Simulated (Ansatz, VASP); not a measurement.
**Zr in VASP and in Ansatz**

The input INCAR:

```
  ALGO = Normal
  EDIFF = 1E-6
  ENCUT = 520
  GGA = CA
  ISIF = 2
  ISMEAR = -1
  LASPH = True
  LCHARG = False
  LREAL = False
  LWAVE = False
  NBANDS = 19
  NELM = 60
  PREC = Accurate
  SIGMA = 0.05
```

The input KPOINTS:

```
k-points
0
Gamma
  9 9 5
```

POSCAR

```
Zr
1.0
    3.2103080712      0.0000000000      0.0000000000
   -1.6051540356      2.7802083436      0.0000000000
    0.0000000000      0.0000000000      5.1124553350
Zr
2
Direct
    0.6666666667      0.3333333333      0.7500000000
    0.3333333333      0.6666666667      0.2500000000
```

The input input.yaml:

```yaml
crystal:
  lattice:
    - [3.2103080712, 0.0, 0.0]
    - [-1.6051540356, 2.7802083436, 0.0]
    - [0.0, 0.0, 5.112455335]
  atoms:
    - { symbol: Zr, position: [0.6666666667, 0.3333333333, 0.75] }
    - { symbol: Zr, position: [0.3333333333, 0.6666666667, 0.25] }
kpoints:
  mp_grid: { grid: [9, 9, 5] }
scf:
  occupations: { method: fermi_dirac, width: 0.05 }
hamiltonian:
  xc: lda
  pseudopotentials: { kind: all_electron, lapw: { basis_error: 0.001 } }
output:
  forces: true
  stress: true
  eigenvalues: true
```

Change from the starting cell: volume scaled by 0.98.

Alike in both runs: task single point; functional LDA; k mesh 9 × 9 × 5; occupations fermi-dirac, width 0.05 eV; no spin polarisation.

|  | VASP | Ansatz |
| --- | --- | --- |
| version | VASP 6.6.1 | Ansatz 0.2.0 |
| potentials or method | VASP PAW LDA potentials, release 64 (Zr_sv), cutoff 520 eV | all-electron LAPW, scalar-relativistic |

Ansatz gave:

* gap on the k mesh at the Fermi level (eV): none
* pressure (GPa): -4.3
* traceless stress, the component that is largest in VASP (GPa): 0.70

Question: What did VASP give for the same quantities?

Answer: gap on the k mesh at the Fermi level (eV): none; pressure (GPa): -4.2; traceless stress, the component that is largest in VASP (GPa): 0.72.

LDA's correlation is that of Perdew and Zunger in VASP and of Perdew and Wang (1992) in Ansatz. A gap of «none» marks a metal or a gap that the smearing closes. Ansatz ran all-electron here, and VASP with PAW potentials.
